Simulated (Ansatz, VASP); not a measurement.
**One calculation of TiO2, two programs**

```xyz
6
Lattice="2.6432 -2.6432 -0.0203 2.6432 2.6432 -0.0203 -2.6076 0.0000 4.8891" Properties=species:S:1:pos:R:3 pbc="T T T"
Ti    1.9913    1.9828    1.2020
Ti    0.6874   -1.9828    3.6466
O    -0.6374   -0.6612    3.2215
O     3.3161    0.6612    1.6271
O     2.0123   -0.6612    4.0716
O     0.6664    0.6612    0.7769
```

Change from the starting cell: epitaxial_xy strain -1.1%.

Alike in both runs: task single point; functional r2SCAN; k mesh 8 × 8 × 8; no spin polarisation.

|  | VASP | Ansatz |
| --- | --- | --- |
| version | VASP 6.6.1 | Ansatz 0.2.0 |
| potentials or method | VASP PAW PBE potentials, release 64 (Ti_sv, O) | plane waves, PAW |
| plane-wave cutoff (eV) | 520 | 500 |
| occupations | gaussian, width 0.01 eV | fixed |
| valence electrons in the cell | 48 | 48 |

|  | VASP | Ansatz | Ansatz less VASP |
| --- | --- | --- | --- |
| gap on the k mesh at the Fermi level (eV) | 2.69 | 2.67 | -0.021 |
| pressure (GPa) | 3.3 | 2.1 | -1.24 |
| traceless stress, the component that is largest in VASP (GPa) | -2.33 | -2.08 | +0.250 |
| rms of the force components (eV/Å) | 0.011 | 0.000 | -0.0106 |

VASP's potentials were made for PBE, not for r2SCAN. Atom by atom the forces differ by 0.011 eV/Å (rms over components).
